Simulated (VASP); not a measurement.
HfN:

```
Hf N
1.0
     3.13391    0.00000    0.00000
    -1.56695    2.71404    0.00000
     0.00000    0.00000    5.41677
Hf N
2 2
Direct
  0.66667 0.33333 0.75000
  0.33333 0.66667 0.25000
  0.00000 0.00000 0.00000
  0.00000 0.00000 0.50000
```

| Item | Value |
| --- | --- |
| Program | VASP 6.6.1 |
| Task | relaxation of cell and atoms |
| Functional | PBEsol |
| Dispersion | D3(BJ) |
| Potentials or basis | VASP PAW PBE potentials, release 64 (Hf_pv, N) |
| Cutoff | 600 eV |
| k mesh | 9 × 9 × 5 |
| Occupations | methfessel-paxton, width 0.05 eV |
| Spin | no spin polarisation |

At the start: pressure -10.1 GPa; volume 11.52 Å³/atom.

Q: How do energy, volume and symmetry change on relaxing?

A: Over 4 steps the energy falls by 13.4 meV/atom and the volume is 11.11 Å³/atom (-3.6 %); space group P6_3/mmc (No. 194, to 0.05 Å).

The path:
```csv
step,energy change (eV),largest force (eV/Å),pressure (GPa),volume (Å³)
1,0.0000,0.0000,-10.08,46.07
2,0.1637,0.0000,24.54,41.41
3,-0.0536,0.0000,-0.24,44.46
4,-0.0536,0.0000,-0.02,44.43
```

Final structure:
```yaml
crystal:
  lattice:
    - [3.09692, 0.00000, 0.00000]
    - [-1.54846, 2.68201, 0.00000]
    - [0.00000, 0.00000, 5.34909]
  atoms:
    - { symbol: Hf, position: [0.66667, 0.33333, 0.75000] }
    - { symbol: Hf, position: [0.33333, 0.66667, 0.25000] }
    - { symbol: N, position: [0.00000, 0.00000, 0.00000] }
    - { symbol: N, position: [0.00000, 0.00000, 0.50000] }
```

Caveat: the PAW data sets were made with another functional, which shifts forces and pressure a little; pairwise dispersion overbinds metals, which lowers pressure and volume.
